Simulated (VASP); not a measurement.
# Ba: single point with PBE

The system is Ba, a slab with vacuum.

```xyz
1
Lattice="7.1064 0.0000 0.0000 -3.5532 6.1543 0.0000 0.0000 0.0000 20.0000" Properties=species:S:1:pos:R:3 pbc="T T T"
Ba    0.0000    0.0000   10.0000
```

```json
{
 "Program": "VASP 6.6.1",
 "Task": "single point",
 "Functional": "PBE",
 "Potentials or basis": "VASP PAW PBE potentials, release 64 (Ba_sv)",
 "Cutoff": "520 eV",
 "k mesh": "6 × 6 × 1",
 "Occupations": "fermi-dirac, width 0.1 eV",
 "Spin": "non-collinear spin, zero start, spin-orbit coupling",
 "Starting moments": "[[0.0, 0.0, 0.0]] μB",
 "Dipole correction": "yes",
 "Further INCAR settings": "ALGO = Normal; EDIFF = 1e-06; NBANDS = 21"
}
```

```yaml
Net_moment: 0.00 μB per cell
Valence_electrons_inside_the_program's_atomic_spheres: Ba 7.73
```

Moments on the atoms (μB; x, y, z):
```
Ba  0.00 0.00 0.00
```

Wall time 15 min on 1 thread of Oxide Virtual Turin-like Processor (shared host), peak memory 2.3 GiB.
